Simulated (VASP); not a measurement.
Wanted: the native input for a VASP 6.6.1 run.

| Item | Value |
| --- | --- |
| Task | single point |
| Functional | PBE |
| Potentials or basis | VASP PAW PBE potentials, release 64 (Rb_sv, Br) |
| Cutoff | 520 eV |
| k mesh | 4 × 4 × 4 |
| Occupations | methfessel-paxton, width 0.05 eV |
| Spin | no spin polarisation |
| Dipole correction | no |
| Further INCAR settings | ALGO = Normal; EDIFF = 1e-06; NBANDS = 42 |

The structure of RbBr lies in POSCAR:

```
RbBr
1.0
   -4.1947111889      4.1960229769      4.1948001679
    4.1968052640     -4.1956025600      4.1964738262
    4.1945392983      4.1954306694     -4.1943797510
Rb Br
4 4
Direct
    0.4998476880      0.5003614584      0.0000134969
    0.0003037104     -0.0002159177     -0.0000737868
   -0.0003363649      0.4996484505      0.4994891161
    0.5001299338      0.0001870787      0.5004873325
    0.5006550531      0.5003383327      0.5003716755
   -0.0000061076      0.0003021448      0.4996660409
    0.0000388057      0.4996681399      0.0003216635
    0.4993672815     -0.0002896873     -0.0002755386
```

These files were run (other wordings do the same):

INCAR

```
PREC     = Accurate       # precision mode
ENCUT    = 520            # plane-wave cutoff, eV
EDIFF    = 1E-6           # SCF threshold, eV
ISMEAR   = 1              # smearing method
SIGMA    = 0.05           # smearing width, eV
LREAL    = False          # projectors in reciprocal space
LASPH    = True           # aspherical terms in the spheres
NELM     = 100            # most SCF steps
ALGO     = Normal         # electronic algorithm
ISIF     = 2              # what is computed and relaxed
LWAVE    = False          # write WAVECAR
LCHARG   = False          # write CHGCAR
GGA      = PE             # functional
NBANDS   = 42             # bands
```

KPOINTS

```
regular mesh
0
Gamma
  4 4 4
```

Potentials or basis: VASP PAW PBE potentials, release 64 (Rb_sv, Br).

Command:

```sh
$ cat potpaw_PBE.64/Rb_sv/POTCAR potpaw_PBE.64/Br/POTCAR > POTCAR
$ mpirun -np 1 vasp_std > vasp.out
```

It gave:

| Quantity | Value |
| --- | --- |
| Pressure | 0.0 GPa |
| Band gap on the k mesh | 3.92 eV |

Wall time 9.7 min on 1 thread of AMD EPYC 7R13 Processor (Zen 3), on a shared host, peak memory 0.56 GiB.
